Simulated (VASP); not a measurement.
The system is Pt.

```
CELL_PARAMETERS angstrom
5.44000 0.00000 0.00000
0.00000 5.44000 0.00000
0.00000 0.00000 5.44000
ATOMIC_POSITIONS crystal
Pt 0.50000 0.50000 0.00000
Pt 0.00000 0.50000 0.50000
Pt 0.50000 0.00000 0.50000
Pt 0.50000 0.50000 0.50000
Pt 0.50000 0.00000 0.00000
Pt 0.00000 0.50000 0.00000
Pt 0.00000 0.00000 0.50000
```

The cell was generated, and may not be a known phase.

| Quantity | Value |
| --- | --- |
| Program | VASP 6.6.1 |
| Task | relaxation of cell and atoms |
| Functional | PBE |
| Potentials or basis | VASP PAW PBE potentials, release 64 (Pt) |
| Cutoff | 600 eV |
| k mesh | 4 × 4 × 4 |
| Occupations | gaussian, width 0.1 eV |
| Spin | no spin polarisation |

At the start: pressure -15.2 GPa; volume 23.00 Å³/atom.

Problem. Where does the relaxation end?

Solution. Over 4 steps the energy falls by 173.3 meV/atom and the volume is 19.91 Å³/atom (-13.4 %); space group Pm-3m (No. 221, to 0.1 Å) before and after.

Step by step:
```csv
step,energy change (eV),largest force (eV/Å),pressure (GPa),volume (Å³)
1,0.0000,0.0000,-15.23,160.99
2,1.6860,0.0000,47.63,115.24
3,-1.2108,0.0000,-0.91,139.97
4,-1.2130,0.0000,-0.28,139.38
```

Final structure:
```
CELL_PARAMETERS angstrom
5.18480 0.00000 0.00000
0.00000 5.18480 0.00000
0.00000 0.00000 5.18480
ATOMIC_POSITIONS crystal
Pt 0.50000 0.50000 0.00000
Pt 0.00000 0.50000 0.50000
Pt 0.50000 0.00000 0.50000
Pt 0.50000 0.50000 0.50000
Pt 0.50000 0.00000 0.00000
Pt 0.00000 0.50000 0.00000
Pt 0.00000 0.00000 0.50000
```
